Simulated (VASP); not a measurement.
Here is a VASP 6.6.1 calculation.

POSCAR

```
CaSe
1.0
    0.0000000000      2.9793658640      2.9793658640
    2.9793658640      0.0000000000      2.9793658640
    2.9793658640      2.9793658640      0.0000000000
Ca Se
1 1
Direct
    0.0000000000      0.0000000000      0.0000000000
    0.5000000000      0.5000000000      0.5000000000
```

File INCAR.step1:

```
  PREC = Accurate
  ENCUT = 520
  EDIFF = 1E-6
  ISMEAR = 0
  SIGMA = 0.02
  LREAL = F
  LASPH = T
  NELM = 150
  ALGO = Normal
  ISIF = 2
  LWAVE = F
  LCHARG = T
  MAGMOM = 0 0 0 0 0 0
  LSORBIT = T
  GGA_COMPAT = F
  LORBMOM = T
  GGA = PE
  NBANDS = 28
```

Contents of KPOINTS.step1:

```
Automatic mesh
0
Gamma
  8 8 8
```

The input INCAR.step2:

```
  PREC = Accurate
  ENCUT = 520
  EDIFF = 1E-6
  ISMEAR = -5
  SIGMA = 0.02
  LREAL = F
  LASPH = T
  NELM = 150
  ALGO = Normal
  ISIF = 2
  LWAVE = F
  LCHARG = F
  MAGMOM = 0 0 0 0 0 0
  LORBIT = 11
  LSORBIT = T
  GGA_COMPAT = F
  LORBMOM = T
  GGA = PE
  NBANDS = 28
  NEDOS = 1001
  ICHARG = 11
```

KPOINTS.step2

```
Automatic mesh
0
Gamma
  12 12 12
```

Potentials or basis: VASP PAW PBE potentials, release 64 (Ca_sv, Se).

The run is started by

```sh
$ cat potpaw_PBE.64/Ca_sv/POTCAR potpaw_PBE.64/Se/POTCAR > POTCAR
$ cp INCAR.step1 INCAR
$ cp KPOINTS.step1 KPOINTS
$ mpirun -np 1 vasp_ncl > vasp.out
$ cp INCAR.step2 INCAR
$ cp KPOINTS.step2 KPOINTS
$ mpirun -np 1 vasp_ncl > vasp.out
```

**Question.** Estimate the net moment.

**Answer.** 0.00 μB per cell.

Moments on the atoms (μB; x, y, z):
```
Ca  0.00 0.00 0.00
Se  0.00 0.00 0.00
```
